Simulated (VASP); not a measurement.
**MgO2: single point with PBEsol**

Crystal: MgO2.

```
Mg O
1.0
     4.88876    0.00000    0.00000
     0.00000    4.88876    0.00000
     0.00000    0.00000    4.88876
Mg O
4 8
Cartesian
  0.0000 2.4444 2.4444
  2.4444 2.4444 0.0000
  2.4444 0.0000 2.4444
  0.0000 0.0000 0.0000
  2.0150 0.4293 4.4594
  0.4293 4.4594 2.0150
  4.4594 2.0150 0.4293
  2.8737 2.8737 2.8737
  2.0150 2.0150 2.0150
  0.4293 2.8737 4.4594
  4.4594 0.4293 2.8737
  2.8737 4.4594 0.4293
```

This cell differs from its parent crystal: volume scaled by 1.03, then relaxed in part.

| Item | Value |
| --- | --- |
| Program | VASP 6.6.1 |
| Task | single point |
| Functional | PBEsol |
| Potentials or basis | VASP PAW PBE potentials, release 64 (Mg, O) |
| Cutoff | 520 eV |
| k mesh | 6 × 6 × 6 |
| Occupations | gaussian, width 0.02 eV |
| Spin | no spin polarisation |
| Dipole correction | no |
| Further INCAR settings | ALGO = Normal; EDIFF = 1e-06; NBANDS = 40 |

* Pressure: -3.9 GPa
* Largest force: 0.195 eV/Å
* Band gap on the k mesh: 3.85 eV, indirect (least direct gap 3.96 eV)

Forces on the atoms (eV/Å):
```
Mg   0.000  0.000  0.000
Mg   0.000  0.000  0.000
Mg   0.000  0.000  0.000
Mg   0.000  0.000  0.000
O   -0.112  0.112 -0.112
O    0.112 -0.112 -0.112
O   -0.112 -0.112  0.112
O    0.112  0.112  0.112
O   -0.112 -0.112 -0.112
O    0.112  0.112 -0.112
O   -0.112  0.112  0.112
O    0.112 -0.112  0.112
```

Levels at points of the mesh, in eV from the valence-band top:
| k point | band 24 | band 25 | band 26 | band 27 | band 28 | band 29 | band 30 | band 31 | band 32 | band 33 |
| --- | --- | --- | --- | --- | --- | --- | --- | --- | --- | --- |
| (0.00, 0.00, 0.00) | -0.47 | -0.47 | -0.47 | 0.00 | 0.00 | 4.54 | 4.54 | 4.54 | 4.60 | 5.95 |
| (0.50, 0.00, 0.00) | -0.86 | -0.70 | -0.70 | -0.12 | -0.12 | 3.91 | 3.91 | 4.42 | 4.42 | 8.30 |
| (0.50, 0.50, 0.00) | -0.67 | -0.49 | -0.49 | -0.49 | -0.49 | 4.16 | 4.16 | 4.16 | 4.16 | 9.05 |
| (0.50, 0.50, 0.50) | -0.73 | -0.55 | -0.55 | -0.55 | -0.55 | 4.49 | 4.49 | 4.49 | 4.49 | 8.92 |

Run time: 85 s on 1 thread of Intel Xeon 6975P-C (shared host), peak memory 0.25 GiB.

Caveat: the PAW data sets were made with another functional, which shifts forces and pressure a little. A k mesh can miss the band edges.
